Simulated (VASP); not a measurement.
A run of VASP 6.6.1:

INCAR

```
PREC = Accurate ; ENCUT = 550
EDIFF = 1E-8 ; ISMEAR = -1
SIGMA = 0.05 ; LREAL = F
LASPH = T ; NELM = 300
ALGO = All ; ISIF = 2
LWAVE = F ; LCHARG = T
ISPIN = 2 ; MAGMOM = 2 1
LORBIT = 11 ; LMAXMIX = 4
GGA = CA ; IBRION = 8
NSW = 1 ; GGA_COMPAT = F
ISEARCH = 1 ; KPAR = 4
```

File KPOINTS:

```
regular mesh
0
Gamma
  7 7 7
```

File POSCAR:

```
TiCo
1.0
    2.9861109900      0.0000000000      0.0000000000
    0.0000000000      2.9861109900      0.0000000000
    0.0000000000      0.0000000000      2.9861109900
Co Ti
1 1
Direct
    0.5000000000      0.5000000000      0.5000000000
    0.0000000000      0.0000000000      0.0000000000
```

Potentials or basis: VASP PAW LDA potentials, release 64 (Co, Ti_sv).

Launch:

```sh
$ cat potpaw_LDA.64/Co/POTCAR potpaw_LDA.64/Ti_sv/POTCAR > POTCAR
$ mpirun -np 4 vasp_std > vasp.out
```

Hardware: 4 MPI ranks on AMD EPYC 7R13 Processor (Zen 3), with other jobs on the host.

Estimate the wall time of this run.

Wall time 48 s on 4 MPI ranks on AMD EPYC 7R13 Processor (Zen 3), with other jobs on the host, peak memory 0.2 GiB a rank. Counts: scf iterations 77, k points 20.
